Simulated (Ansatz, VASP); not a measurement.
**One calculation of AgCl, two programs**

```
Ag Cl
1.0
     0.00000    2.80454    2.80454
     2.80454    0.00000    2.80454
     2.80454    2.80454    0.00000
Ag Cl
1 1
Direct
  0.00000 0.00000 0.00000
  0.50000 0.50000 0.50000
```

Alike in both runs: functional PBE; k mesh 8 × 8 × 8; occupations gaussian, width 0.02 eV; no spin polarisation.

Ansatz relaxed the structure, and its values are those at the end. VASP's run is a single point on that final structure, the one shown.

|  | VASP | Ansatz |
| --- | --- | --- |
| version | VASP 6.6.1 | Ansatz 0.2.0 |
| potentials or method | VASP PAW PBE potentials, release 64 (Ag, Cl), cutoff 500 eV | scalar-relativistic, plane waves, PAW |
| valence electrons in the cell | 18 | 26 |

```tsv
	VASP	Ansatz	Ansatz less VASP
gap on the k mesh at the Fermi level (eV)	0.92	0.92	+0.003
least direct gap on the mesh (eV)	3.08	3.08	+0.002
pressure (GPa)	-0.1	0.1	+0.13
```

VASP's potentials hold 18 valence electrons a cell and Ansatz's 26, so a difference there can come from the potentials and not from the codes.
